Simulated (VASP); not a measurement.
A run of VASP 6.6.1 is set up as follows.

INCAR

```
SYSTEM = AlCu3
ALGO     = Fast           ! electronic algorithm
EDIFF    = 1E-6           ! SCF threshold, eV
ENCUT    = 520            ! plane-wave cutoff, eV
GGA      = PS             ! functional
ISIF     = 2              ! what is computed and relaxed
ISMEAR   = 0              ! smearing method
LASPH    = .TRUE.         ! aspherical terms in the spheres
LCHARG   = .TRUE.         ! write CHGCAR
LELF     = .TRUE.         ! ELF
LREAL    = .FALSE.        ! projectors in reciprocal space
LVHAR    = .TRUE.       
LWAVE    = .FALSE.        ! write WAVECAR
NBANDS   = 26             ! bands
NELM     = 100            ! most SCF steps
PREC     = Accurate       ! precision mode
SIGMA    = 0.1            ! smearing width, eV
```

KPOINTS

```
k-points
0
G
  16 16 16
  0 0 0
```

Contents of POSCAR:

```
AlCu3
1.0
    0.0000000000      3.0132266383      3.0132266383
    3.0132266383      0.0000000000      3.0132266383
    2.8748200559      2.8748200559      0.1384065824
Al Cu
1 3
Direct
    0.0000000000      0.0000000000      0.0000000000
    0.5000000000      0.5000000000      0.5000000000
    0.2499777848      0.2499777848      0.2500666457
    0.7500222152      0.7500222152      0.7499333543
```

Potentials or basis: VASP PAW PBE potentials, release 64 (Al, Cu).

The run is started by

```sh
$ cat potpaw_PBE.64/Al/POTCAR potpaw_PBE.64/Cu/POTCAR > POTCAR
$ mpirun -np 1 vasp_std > vasp.out
```

**Question.** Estimate the pressure.

**Answer.** -6.3 GPa.

**Question.** What does it give for the band gap on the k mesh?

**Answer.** Zero (bands 18 and 19 overlap by 5.34 eV).

Stress tensor (GPa, compression positive):
```
-6.34  5.31 -5.31
 5.31 -6.34 -5.31
-5.31 -5.31 -6.34
```

Caveat: the cell differs from its parent crystal (biaxial strain in the a-b plane: +4.5 %); the cell stands under tension; the PAW data sets were made with another functional, which shifts forces and pressure a little.
